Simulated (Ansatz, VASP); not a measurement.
# One calculation of Ni, two programs

```
Ni
1.0
     2.31846    0.00000    0.00000
     0.00000    2.31846    0.00000
     0.00000    0.00000    2.31846
Ni
1
Direct
  0.00000 0.00000 0.00000
```

Alike in both runs: task single point; functional PBEsol; k mesh 15 × 15 × 15; occupations fermi-dirac, width 0.05 eV; collinear spin.

```csv
,VASP,Ansatz
version,VASP 6.6.1,Ansatz 0.2.0
potentials or method,"VASP PAW PBE potentials, release 64 (Ni), cutoff 520 eV","plane waves (420 eV) with PAW, scalar-relativistic"
valence electrons in the cell,10,18
```

VASP gave:

| Property | Result |
| --- | --- |
| pressure (GPa) | -5.9 |
| net moment per atom (μB) | 0.52 |
| size of the moment on the site where the two differ most (μB) | 0.53 |

Which values does Ansatz return?

Pressure (GPa): -5.8; net moment per atom (μB): 0.54; size of the moment on the site where the two differ most (μB): 0.55.

VASP's potentials were made for PBE, not for PBEsol, and Ansatz warns of the same on its side. Site moments also hang on the region over which each program counts them. VASP's potentials hold 10 valence electrons a cell and Ansatz's 18, so a difference there can come from the potentials and not from the codes.
